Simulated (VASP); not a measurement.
# SiC (P3m1) in VASP: further runs

Runs on SiC. Level: PBE. Tasks: single point.

All numbers are computed with VASP 6.6.1; they aren't measurements. Logs are shortened: lines on timing, memory, paths and dates and some standing lists are left out, and cuts for length are marked.

## Step 1: The cell of the first run

It takes space group P3m1 (No. 156, trigonal). The conventional cell has a = 3.094 Å, b = 3.094 Å, c = 11.629 Å, α = 90.00°, β = 90.00°, γ = 120.00°. Si (site symmetry 3m) has 3 C at 1.90 Å within 2.5 Å. Si (site symmetry 3m) has 4 C at 1.90 Å within 2.5 Å. Si (site symmetry 3m) has 4 C at 1.89 to 1.90 Å within 2.5 Å. Within 2.5 Å of Si (site symmetry 3m) lie 4 C at 1.89 to 1.90 Å. C (site symmetry 3m) has 3 Si at 1.89 Å within 2.5 Å. Within 2.5 Å of C (site symmetry 3m) lie 4 Si at 1.89 to 1.90 Å. Within 2.5 Å of C (site symmetry 3m) lie 4 Si at 1.90 Å. Within 2.5 Å of C (site symmetry 3m) lie 4 Si at 1.90 Å.

## Step 2: Single point, PBE

Input file INCAR:

```
SYSTEM = SiC
PREC = Accurate
ENCUT = 520
EDIFF = 1E-6
ISMEAR = 0
SIGMA = 0.05
LREAL = .False.
LASPH = .True.
NELM = 60
ALGO = Normal
ISIF = 2
LWAVE = .False.
LCHARG = .True.
GGA = PE
LELF = .True.
LVHAR = .True.
NBANDS = 26
```

Input file KPOINTS:

```
Automatic mesh
0
Gamma
  10 10 3
  0 0 0
```

Input file POSCAR:

```
SiC
1.0
   -3.0941201809      0.0000000000      0.0000000000
   -1.5470600905     -2.6795866790      0.0000000000
    0.0000000000      0.0000000000     11.6293391998
Si C
4 4
Direct
    0.6666666667      0.6666666667      0.0819139816
    0.3333333333      0.3333333333      0.5174219251
    1.0000000000      1.0000000000      0.7352241241
    1.0000000000      1.0000000000      0.2997161806
    0.6666666667      0.6666666667      0.7891468793
    0.3333333333      0.3333333333      0.3536389358
    0.0000000000      0.0000000000      0.5719506745
    0.0000000000      0.0000000000      0.1364427309
```

Potentials or basis: VASP PAW PBE potentials, release 64 (Si, C).

The run is started by

```sh
$ cat potpaw_PBE.64/Si/POTCAR potpaw_PBE.64/C/POTCAR > POTCAR
$ mpirun -np 1 vasp_std > vasp.out
```

OUTCAR:

```text
SYSTEM = SiC
   PREC = Accurate
   ENCUT = 520
   EDIFF = 1E-6
   ISMEAR = 0
   LREAL = .False.
   LASPH = .True.
   NELM = 60
   ISIF = 2
   GGA = PE

 ion  position               nearest neighbor table
   1  0.667  0.667  0.082-   8 1.90   8 1.90   8 1.90   4 3.10   4 3.10   4 3.10
   2  0.333  0.333  0.517-   7 1.90   7 1.90   7 1.90   6 1.90   4 3.10   4 3.10   4 3.10   3 3.10
                             3 3.10   3 3.10
   3  0.000  0.000  0.735-   5 1.89   5 1.89   5 1.89   7 1.90   2 3.10   2 3.10   2 3.10
   4  0.000  0.000  0.300-   6 1.89   6 1.89   6 1.89   8 1.90   2 3.10   2 3.10   2 3.10   1 3.10
                             1 3.10   1 3.10
   5  0.667  0.667  0.789-   3 1.89   3 1.89   3 1.89
   6  0.333  0.333  0.354-   4 1.89   4 1.89   4 1.89   2 1.90
   7  0.000  0.000  0.572-   2 1.90   2 1.90   2 1.90   3 1.90
   8  0.000  0.000  0.136-   1 1.90   1 1.90   1 1.90   4 1.90

  LATTYP: Found a hexagonal cell.
 ALAT       =     3.0941201809
 C/A-ratio  =     3.7585286026

  Lattice vectors:

 A1 = (   1.5470600905,   2.6795866790,   0.0000000000)
 A2 = (  -3.0941201809,   0.0000000000,   0.0000000000)
 A3 = (   0.0000000000,   0.0000000000,  11.6293391998)

Analysis of symmetry for initial positions (statically):
=====================================================================
 Subroutine PRICEL returns:
 Original cell was already a primitive cell.

 Routine SETGRP: Setting up the symmetry group for a
 hexagonal supercell.

 Subroutine GETGRP returns: Found  6 space group operations
 (whereof  6 operations were pure point group operations)
 out of a pool of 24 trial point group operations.

The static configuration has the point symmetry C_3v.

Analysis of symmetry for dynamics (positions and initial velocities):
=====================================================================
 Subroutine PRICEL returns:
 Original cell was already a primitive cell.

 Routine SETGRP: Setting up the symmetry group for a
 hexagonal supercell.

 Subroutine GETGRP returns: Found  6 space group operations
 (whereof  6 operations were pure point group operations)
 out of a pool of 24 trial point group operations.

The dynamic configuration has the point symmetry C_3v.

 Subroutine INISYM returns: Found  6 space group operations
 (whereof  6 operations are pure point group operations),
 and found     1 'primitive' translations

----------------------------------------------------------------------------------------

                                     Primitive cell

  volume of cell :      96.4184

  direct lattice vectors                    reciprocal lattice vectors
    -3.094120181  0.000000000  0.000000000    -0.323193652  0.186595942  0.000000000
    -1.547060091 -2.679586679  0.000000000     0.000000000 -0.373191884  0.000000000
     0.000000000  0.000000000 11.629339200     0.000000000  0.000000000  0.085989409

  length of vectors
     3.094120181  3.094120181 11.629339200     0.373191884  0.373191884  0.085989409

  position of ions in fractional coordinates (direct lattice)
     0.666666667  0.666666667  0.081913982
     0.333333333  0.333333333  0.517421925
     0.000000000  0.000000000  0.735224124
     0.000000000  0.000000000  0.299716181
     0.666666667  0.666666667  0.789146879
     0.333333333  0.333333333  0.353638936
     0.000000000  0.000000000  0.571950675
     0.000000000  0.000000000  0.136442731

  ion indices of the primitive-cell ions
   primitive index   ion index
                 1           1
                 2           2
                 3           3
                 4           4
                 5           5
                 6           6
                 7           7
                 8           8

----------------------------------------------------------------------------------------

 KPOINTS: Automatic mesh

Automatic generation of k-mesh.
 Grid dimensions read from file:
 generate k-points for:   10   10    3

 Generating k-lattice:

  Cartesian coordinates                     Fractional coordinates (reciprocal lattice)
    -0.032319365  0.018659594  0.000000000     0.100000000  0.000000000  0.000000000
     0.000000000 -0.037319188  0.000000000     0.000000000  0.100000000  0.000000000
     0.000000000  0.000000000  0.028663136     0.000000000  0.000000000  0.333333333

  Length of vectors
     0.037319188  0.037319188  0.028663136

  Shift w.r.t. Gamma in fractional coordinates (k-lattice)
     0.000000000  0.000000000  0.000000000

 Subroutine IBZKPT returns following result:
 ===========================================

 Found     36 irreducible k-points:

 Following reciprocal coordinates:
            Coordinates               Weight
  0.000000  0.000000  0.000000      1.000000
  0.100000  0.000000  0.000000      6.000000
  0.200000  0.000000  0.000000      6.000000
  0.300000  0.000000  0.000000      6.000000
  0.400000  0.000000  0.000000      6.000000
  0.500000  0.000000  0.000000      3.000000
[... 85 lines left out ...]
[... 18 lines left out ...]
     25      13.4520      0.00000
     26      14.0738      0.00000

 k-point     2 :       0.1000    0.0000    0.0000
  band No.  band energies     occupation
      1      -9.0685      2.00000
      2      -8.1264      2.00000
      3      -6.9724      2.00000
      4      -5.3529      2.00000
      5      -1.6064      2.00000
      6       0.9215      2.00000
[... 18 lines left out ...]
     25      13.6305      0.00000
     26      13.9952      0.00000

 k-point     3 :       0.2000    0.0000    0.0000
  band No.  band energies     occupation
      1      -8.5666      2.00000
      2      -7.6377      2.00000
      3      -6.5034      2.00000
      4      -4.8873      2.00000
      5      -1.2193      2.00000
      6       1.0051      2.00000
[... 18 lines left out ...]
     25      14.1456      0.00000
     26      14.5345      0.00000

 k-point     4 :       0.3000    0.0000    0.0000
  band No.  band energies     occupation
      1      -7.7608      2.00000
      2      -6.8630      2.00000
      3      -5.7799      2.00000
      4      -4.1716      2.00000
      5      -0.9513      2.00000
      6      -0.0256      2.00000
[... 18 lines left out ...]
     25      14.2836      0.00000
     26      15.3164      0.00000

 k-point     5 :       0.4000    0.0000    0.0000
  band No.  band energies     occupation
      1      -6.7432      2.00000
      2      -5.9337      2.00000
      3      -5.0247      2.00000
      4      -3.4334      2.00000
      5      -1.8551      2.00000
      6      -1.3174      2.00000
[... 18 lines left out ...]
     25      13.8926      0.00000
     26      15.0671      0.00000

 k-point     6 :       0.5000    0.0000    0.0000
  band No.  band energies     occupation
      1      -6.0198      2.00000
      2      -5.4298      2.00000
      3      -4.8254      2.00000
      4      -3.1721      2.00000
      5      -2.2232      2.00000
      6      -2.0642      2.00000
[... 427 lines left out ...]
 k-point    21 :       0.3000    0.3000    0.3333
  band No.  band energies     occupation
      1      -7.7585      2.00000
      2      -6.8747      2.00000
      3      -5.7562      2.00000
      4      -4.1983      2.00000
      5      -0.9087      2.00000
      6      -0.0518      2.00000
[... 18 lines left out ...]
     25      14.6515      0.00000
     26      15.2043      0.00000

 k-point    22 :       0.4000    0.0000    0.3333
  band No.  band energies     occupation
      1      -6.7413      2.00000
      2      -5.9422      2.00000
      3      -5.0118      2.00000
      4      -3.4418      2.00000
      5      -1.8629      2.00000
      6      -1.3119      2.00000
[... 18 lines left out ...]
     25      13.8297      0.00000
     26      15.1066      0.00000

 k-point    23 :       0.4000    0.4000    0.3333
  band No.  band energies     occupation
      1      -6.7413      2.00000
      2      -5.9420      2.00000
      3      -5.0121      2.00000
      4      -3.4414      2.00000
      5      -1.8622      2.00000
      6      -1.3159      2.00000
[... 18 lines left out ...]
     25      14.1281      0.00000
     26      14.8914      0.00000

 k-point    24 :       0.5000    0.0000    0.3333
  band No.  band energies     occupation
      1      -6.0188      2.00000
      2      -5.4331      2.00000
      3      -4.8217      2.00000
      4      -3.1849      2.00000
      5      -2.2069      2.00000
      6      -2.0421      2.00000
[... 18 lines left out ...]
     25      13.6349      0.00000
     26      14.8399      0.00000

 [... further k-points ...]

------------------------ aborting loop because EDIFF is reached ----------------------------------------

  FORCE on cell =-STRESS in cart. coord.  units (eV):
  Direction    XX          YY          ZZ          XY          YZ          ZX
  --------------------------------------------------------------------------------------
  -------------------------------------------------------------------------------------
  Total        0.1536539      0.1536539     -5.6215635      0.0000000      0.0000000      0.0000000
  in kB        2.5532555      2.5532555    -93.4130761      0.0000000      0.0000000      0.0000000
  external PRESSURE =     -29.4355217 kB  Pullay stress =       0.0000000 kB

 VOLUME and BASIS-vectors are now :
 -----------------------------------------------------------------------------
  energy-cutoff  :      520.00
  volume of cell :       96.42
      direct lattice vectors                 reciprocal lattice vectors
    -3.094120181  0.000000000  0.000000000    -0.323193652  0.186595942  0.000000000
    -1.547060091 -2.679586679  0.000000000     0.000000000 -0.373191884  0.000000000
     0.000000000  0.000000000 11.629339200     0.000000000  0.000000000  0.085989409

 POSITION                                       TOTAL-FORCE (eV/Angst)
 -----------------------------------------------------------------------------------
     -3.09412     -1.78639      0.95261         0.000000      0.000000     -0.754532
     -1.54706     -0.89320      6.01728        -0.000000      0.000000      0.558190
      0.00000      0.00000      8.55017         0.000000     -0.000000      2.927826
      0.00000      0.00000      3.48550         0.000000      0.000000      0.537306
     -3.09412     -1.78639      9.17726         0.000000     -0.000000     -1.059856
     -1.54706     -0.89320      4.11259        -0.000000     -0.000000     -0.476487
      0.00000      0.00000      6.65141        -0.000000      0.000000     -0.789311
      0.00000      0.00000      1.58674         0.000000      0.000000     -0.943135
 -----------------------------------------------------------------------------------
    total drift:                               -0.000000     -0.000000      0.000974

  FREE ENERGIE OF THE ION-ELECTRON SYSTEM (eV)
  ---------------------------------------------------
  free  energy   TOTEN  =       -57.1146650049 eV

  energy  without entropy=      -57.1144044879  energy(sigma->0) =      -57.11453475
```

Wall time 44 s (1 thread of Intel Xeon 6975P-C (Granite Rapids), shared host); peak memory 0.24 GiB.

What came out:

| Item | Value |
| --- | --- |
| Free energy | -57.1147 eV |
| Pressure | -2.9 GPa |
| Largest force | 2.928 eV/Å |
| Band gap on the k mesh | 0.10 eV, indirect (least direct gap 0.74 eV) |

Forces in eV/Å, atoms in the order of the input:
```
Si   0.000  0.000 -0.755
Si   0.000  0.000  0.558
Si   0.000  0.000  2.928
Si   0.000  0.000  0.537
C    0.000  0.000 -1.060
C    0.000  0.000 -0.476
C    0.000  0.000 -0.789
C    0.000  0.000 -0.943
```

Stress tensor (GPa, compression positive):
```
 0.26  0.00  0.00
 0.00  0.26  0.00
 0.00  0.00 -9.34
```

Caveat: forces of over 1 eV/Å act on the atoms, so gaps and moduli don't describe the material at rest.

## Step 3: Single point, PBE

This run uses another cell than the first one, of 12.57 Å³/atom, 1.043 times its volume.

Input file INCAR:

```
SYSTEM = SiC
ALGO = Normal
EDIFF = 1E-6
ENCUT = 520
GGA = PE
ISIF = 2
ISMEAR = 0
LASPH = .True.
LCHARG = .False.
LREAL = .False.
LWAVE = .False.
NBANDS = 26
NELM = 80
PREC = Accurate
SIGMA = 0.05
```

Input file KPOINTS:

```
k-points
0
Gamma
  10 10 3
  0 0 0
```

Input file POSCAR:

```
SiC
1.0
   -3.0941201809      0.0000000000      0.0000000000
   -1.5470600905     -2.6795866790      0.0000000000
    0.0000000000      0.0000000000     12.1293391998
Si C
4 4
Direct
    0.6666666667      0.6666666667      0.0785372939
    0.3333333333      0.3333333333      0.4960925717
    1.0000000000      1.0000000000      0.7049164498
    1.0000000000      1.0000000000      0.2873611719
    0.6666666667      0.6666666667      0.7566163817
    0.3333333333      0.3333333333      0.3390611039
    0.0000000000      0.0000000000      0.5483735173
    0.0000000000      0.0000000000      0.1308182394
```

Potentials or basis: VASP PAW PBE potentials, release 64 (Si, C).

The run is started by

```sh
$ cat potpaw_PBE.64/Si/POTCAR potpaw_PBE.64/C/POTCAR > POTCAR
$ mpirun -np 1 vasp_std > vasp.out
```

Wall time 63 s (1 thread of Intel Xeon 6975P-C (Granite Rapids), shared host); peak memory 0.24 GiB.

It converged, with:

```yaml
Free_energy: -56.5574 eV
Pressure: -1.9 GPa
Largest_force: 2.955 eV/Å
Band_gap_on_the_k_mesh: zero (band 16 reaches 6.53 eV, above the bottom of band 17 at 6.39 eV)
```

Forces in eV/Å, atoms in the order of the input:
```
Si   0.000  0.000 -0.079
Si   0.000  0.000  0.554
Si   0.000  0.000  2.955
Si   0.000  0.000  0.525
C    0.000  0.000 -1.642
C    0.000  0.000 -0.467
C    0.000  0.000 -0.841
C    0.000  0.000 -1.006
```

Stress tensor (GPa, compression positive):
```
 0.24  0.00  0.00
 0.00  0.24  0.00
 0.00  0.00 -6.23
```

Levels at points of the mesh, in eV from the Fermi level:
```tsv
k point	band 13	band 14	band 15	band 16	band 17	band 18	band 19	band 20
(0.00, 0.00, 0.00)	-1.27	-0.59	0.01	0.01	0.29	4.03	4.56	5.65
(0.50, 0.00, 0.00)	-3.47	-2.75	-1.46	-0.37	-0.13	1.65	1.90	3.53
```

Caveat: forces of over 1 eV/Å act on the atoms, so gaps and moduli don't describe the material at rest.

## Step 4: Single point, PBE

This run uses another cell than the first one, of 13.61 Å³/atom, 1.129 times its volume.

Input file INCAR:

```
SYSTEM = SiC
PREC = Accurate ; ENCUT = 520
EDIFF = 1E-6 ; ISMEAR = 0
SIGMA = 0.05 ; LREAL = .False.
LASPH = .True. ; NELM = 100
ALGO = Normal ; ISIF = 2
LWAVE = .False. ; LCHARG = .True.
GGA = PE ; LELF = .True.
LVHAR = .True. ; NBANDS = 26
```

Input file KPOINTS:

```
Automatic mesh
0
Gamma
  10 10 3
  0 0 0
```

Input file POSCAR:

```
SiC
1.0
   -3.0941201809      0.0000000000      0.0000000000
   -1.5470600905     -2.6795866790      0.0000000000
    0.0000000000      0.0000000000     13.1293391998
Si C
4 4
Direct
    0.6666666667      0.6666666667      0.0725554777
    0.3333333333      0.3333333333      0.4583075344
    1.0000000000      1.0000000000      0.6512262801
    1.0000000000      1.0000000000      0.2654742234
    0.6666666667      0.6666666667      0.6989884714
    0.3333333333      0.3333333333      0.3132364147
    0.0000000000      0.0000000000      0.5066064863
    0.0000000000      0.0000000000      0.1208544295
```

The run is started by

```sh
$ cat potpaw_PBE.64/Si/POTCAR potpaw_PBE.64/C/POTCAR > POTCAR
$ mpirun -np 1 vasp_std > vasp.out
```

It took 95 s on 1 thread of Intel Xeon 6975P-C (Granite Rapids), shared host; peak memory 0.25 GiB.

It converged, with:

- Free energy: -56.1147 eV
- Pressure: -0.6 GPa
- Largest force: 2.856 eV/Å
- Band gap on the k mesh: zero (band 16 reaches 5.62 eV, above the bottom of band 17 at 5.48 eV)

Forces in eV/Å, atoms in the order of the input:
```
Si   0.000  0.000  0.751
Si   0.000  0.000  0.543
Si   0.000  0.000  2.856
Si   0.000  0.000  0.507
C    0.000  0.000 -2.126
C    0.000  0.000 -0.455
C    0.000  0.000 -0.927
C    0.000  0.000 -1.149
```

Stress tensor (GPa, compression positive):
```
 0.08  0.00  0.00
 0.00  0.08  0.00
 0.00  0.00 -2.09
```

Levels at points of the mesh, in eV from the Fermi level:
```
           k point  band 14  band 15  band 16  band 17  band 18  band 19
(0.00, 0.00, 0.00)    -0.49     0.12     0.12     0.17     4.21     4.74
(0.50, 0.00, 0.00)    -2.59    -1.35    -0.29     0.05     1.85     2.05
```

Caveat: forces of over 1 eV/Å act on the atoms, so gaps and moduli don't describe the material at rest.

## Step 5: Single point, PBE

This run uses another cell than the first one, of 15.16 Å³/atom, 1.258 times its volume.

Input file INCAR:

```
ALGO = Normal
EDIFF = 1E-6
ENCUT = 520
GGA = PE
ISIF = 2
ISMEAR = 0
LASPH = T
LCHARG = T
LELF = T
LREAL = F
LVHAR = T
LWAVE = F
NBANDS = 26
NELM = 60
PREC = Accurate
SIGMA = 0.05
```

Input file KPOINTS:

```
k-points
0
Gamma
  10 10 3
```

Input file POSCAR:

```
SiC
1.0
   -3.0941201809      0.0000000000      0.0000000000
   -1.5470600905     -2.6795866790      0.0000000000
    0.0000000000      0.0000000000     14.6293391998
Si C
4 4
Direct
    0.6666666667      0.6666666667      0.0651160975
    0.3333333333      0.3333333333      0.4113155758
    1.0000000000      1.0000000000      0.5844536524
    1.0000000000      1.0000000000      0.2382541740
    0.6666666667      0.6666666667      0.6273186104
    0.3333333333      0.3333333333      0.2811191320
    0.0000000000      0.0000000000      0.4546622584
    0.0000000000      0.0000000000      0.1084627800
```

The run is started by

```sh
$ cat potpaw_PBE.64/Si/POTCAR potpaw_PBE.64/C/POTCAR > POTCAR
$ mpirun -np 1 vasp_std > vasp.out
```

It took 1.9 min on 1 thread of Intel Xeon 6975P-C (Granite Rapids), shared host; peak memory 0.27 GiB.

Results (log left out):

```yaml
Free_energy: -56.0302 eV
Pressure: -0.3 GPa
Largest_force: 2.879 eV/Å
Band_gap_on_the_k_mesh: zero (band 16 reaches 4.52 eV, above the bottom of band 17 at 4.38 eV)
```

Forces on the atoms (eV/Å):
```
Si   0.000  0.000  0.905
Si   0.000  0.000  0.538
Si   0.000  0.000  2.879
Si   0.000  0.000  0.492
C    0.000  0.000 -2.265
C    0.000  0.000 -0.440
C    0.000  0.000 -0.971
C    0.000  0.000 -1.137
```

Stress tensor (GPa, compression positive):
```
 0.06  0.00  0.00
 0.00  0.06  0.00
 0.00  0.00 -0.88
```

Levels at points of the mesh, in eV from the Fermi level:
| k point | band 14 | band 15 | band 16 | band 17 | band 18 | band 19 |
| --- | --- | --- | --- | --- | --- | --- |
| (0.00, 0.00, 0.00) | -0.60 | 0.12 | 0.12 | 0.19 | 4.23 | 4.75 |
| (0.50, 0.00, 0.00) | -2.58 | -1.35 | -0.34 | 0.11 | 1.89 | 2.05 |

Caveat: forces of over 1 eV/Å act on the atoms, so gaps and moduli don't describe the material at rest.

## Step 6: The runs side by side

| cell | gap on the mesh (eV) | pressure (GPa) | largest force (eV/Å) |
| --- | --- | --- | --- |
| a = 3.094, b = 3.094, c = 11.629 Å, angles 90.0, 90.0, 60.0°, 8 atoms | 0.10 | -2.9 | 2.93 |
| a = 3.094, b = 3.094, c = 12.129 Å, angles 90.0, 90.0, 60.0°, 8 atoms | none | -1.9 | 2.95 |
| a = 3.094, b = 3.094, c = 13.129 Å, angles 90.0, 90.0, 60.0°, 8 atoms | none | -0.6 | 2.86 |
| a = 3.094, b = 3.094, c = 14.629 Å, angles 90.0, 90.0, 60.0°, 8 atoms | none | -0.3 | 2.88 |

Alike in all rows: task single point; level PBE; potentials or basis VASP PAW PBE potentials, release 64 (Si, C); no spin polarisation; k mesh 10 × 10 × 3; cutoff (eV) 520; smearing gaussian 0.05 eV.

Caveats: forces of over 1 eV/Å act on the atoms, so gaps and moduli don't describe the material at rest.

Absolute energies hang on the potentials; compare differences alone.
